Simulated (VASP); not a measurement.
Wanted: the native input for a VASP 6.6.1 run.

```
Task                   : single point
Functional             : PBE
Potentials or basis    : VASP PAW PBE potentials, release 64 (Sn_d, Bi_d, O)
Cutoff                 : 520 eV
k mesh                 : 8 × 8 × 6
Occupations            : gaussian, width 0.1 eV
Spin                   : no spin polarisation
Dipole correction      : no
Further INCAR settings : ALGO = Normal; EDIFF = 1e-07; NBANDS = 40
```

The structure of Sn2Bi2O lies in POSCAR:

```
Sn2Bi2O
1.0
    4.9229394572     -2.5764360323     -0.0611998933
    4.9229394572      2.5764360323     -0.0611998933
   -2.9211047577      0.0000000000      6.7934448102
Sn Bi O
2 2 1
Direct
    0.2026817155      0.2026817155      0.5607916758
    0.7740001637      0.7740001637      0.4096075171
    0.3630561805      0.3630561805      1.0024800957
    0.6770973447      0.6770973447      0.9698202350
    0.9969621156      0.9969621156      0.5573004764
```

One way to write it, as run:

INCAR

```
PREC = Accurate ; ENCUT = 520
EDIFF = 1E-7 ; ISMEAR = 0
SIGMA = 0.1 ; LREAL = F
LASPH = T ; NELM = 60
ALGO = Normal ; ISIF = 2
LWAVE = F ; LCHARG = F
GGA = PE ; NBANDS = 40
```

KPOINTS

```
Automatic mesh
0
Gamma
  8 8 6
```

Potentials or basis: VASP PAW PBE potentials, release 64 (Sn_d, Bi_d, O).

Command:

```bash
$ cat potpaw_PBE.64/Sn_d/POTCAR potpaw_PBE.64/Bi_d/POTCAR potpaw_PBE.64/O/POTCAR > POTCAR
$ mpirun -np 1 vasp_std > vasp.out
```

It gave:

```
Pressure               : 0.0 GPa
Largest force          : 0.052 eV/Å
Band gap on the k mesh : zero (bands 32 and 33 overlap by 0.62 eV)
```

Caveat: spin-orbit coupling is left out, which moves the levels of the heavy elements.

Wall time 10 min on 1 thread of Intel(R) Xeon(R) 6975P-C (Granite Rapids) (shared host), peak memory 0.79 GiB.
